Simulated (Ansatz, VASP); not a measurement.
NaH: VASP beside Ansatz

POSCAR

```
NaH
1.0
    2.9323912064      0.0000000000      0.0000000000
    0.0000000000      2.9323912064      0.0000000000
    0.0000000000      0.0000000000      2.7643651903
Na H
1 1
Direct
    0.0000000000      0.0000000000      0.0000000000
    0.5000000000      0.5000000000      0.5000000000
```

Contents of INCAR.step1:

```
PREC     = Accurate       # precision mode
ENCUT    = 520            # plane-wave cutoff, eV
ISMEAR   = 0              # smearing method
SIGMA    = 0.01           # smearing width, eV
LREAL    = F              # projectors in reciprocal space
LASPH    = T              # aspherical terms in the spheres
NELM     = 80             # most SCF steps
NBANDS   = 11             # bands
GGA      = PE             # functional
ALGO     = Normal         # electronic algorithm
EDIFF    = 1E-4           # SCF threshold, eV
LWAVE    = T              # write WAVECAR
LCHARG   = F              # write CHGCAR
```

INCAR.step2

```
PREC     = Accurate       # precision mode
ENCUT    = 520            # plane-wave cutoff, eV
EDIFF    = 1E-6           # SCF threshold, eV
ISMEAR   = 0              # smearing method
SIGMA    = 0.01           # smearing width, eV
LREAL    = F              # projectors in reciprocal space
LASPH    = T              # aspherical terms in the spheres
NELM     = 80             # most SCF steps
ALGO     = Normal         # electronic algorithm
ISIF     = 2              # what is computed and relaxed
LWAVE    = F              # write WAVECAR
LCHARG   = F              # write CHGCAR
METAGGA  = R2SCAN         # meta-GGA
LMIXTAU  = T            
NBANDS   = 11             # bands
ISTART   = 1
```

The input KPOINTS:

```
regular mesh
0
Gamma
  8 8 8
```

Input for Ansatz:

```yaml
crystal:
  lattice:
    - [2.9323912064, 0.0, 0.0]
    - [0.0, 2.9323912064, 0.0]
    - [0.0, 0.0, 2.7643651903]
  atoms:
    - { symbol: Na, position: [0.0, 0.0, 0.0] }
    - { symbol: H, position: [0.5, 0.5, 0.5] }
kpoints:
  mp_grid: { grid: [8, 8, 8] }
  band_path:
    path: [[0.0, 0.0, 0.0], [0.0, 0.5, 0.0], [0.5, 0.5, 0.0], [0.5, 0.5, 0.5]]
    npoints: 1
hamiltonian:
  xc: r2scan
scf:
  occupations: { method: fixed }
  n_extra_bands: 4
output:
  forces: true
  stress: true
  eigenvalues: true
  write_density: true
  write_potential: true
  elf: true
  volumetric_format: npy
```

Change from the starting cell: uniaxial_z strain -5.7%.

Alike in both runs: task single point; functional r2SCAN; k mesh 8 × 8 × 8; no spin polarisation.

|  | VASP | Ansatz |
| --- | --- | --- |
| version | VASP 6.6.1 | Ansatz 0.2.0 |
| potentials or method | VASP PAW PBE potentials, release 64 (Na_pv, H) | plane waves, PAW |
| plane-wave cutoff (eV) | 520 | 500 |
| occupations | gaussian, width 0.01 eV | fixed |
| valence electrons in the cell | 8 | 10 |

Ansatz gave:

- gap on the k mesh at the Fermi level (eV): 1.38
- pressure (GPa): 1.7
- traceless stress, the component that is largest in VASP (GPa): 5.12

Task: Estimate VASP's values.

Result: gap on the k mesh at the Fermi level (eV): 1.39; pressure (GPa): 1.4; traceless stress, the component that is largest in VASP (GPa): 5.06.

VASP's potentials were made for PBE, not for r2SCAN. VASP's potentials hold 8 valence electrons a cell and Ansatz's 10, so a difference there can come from the potentials and not from the codes.
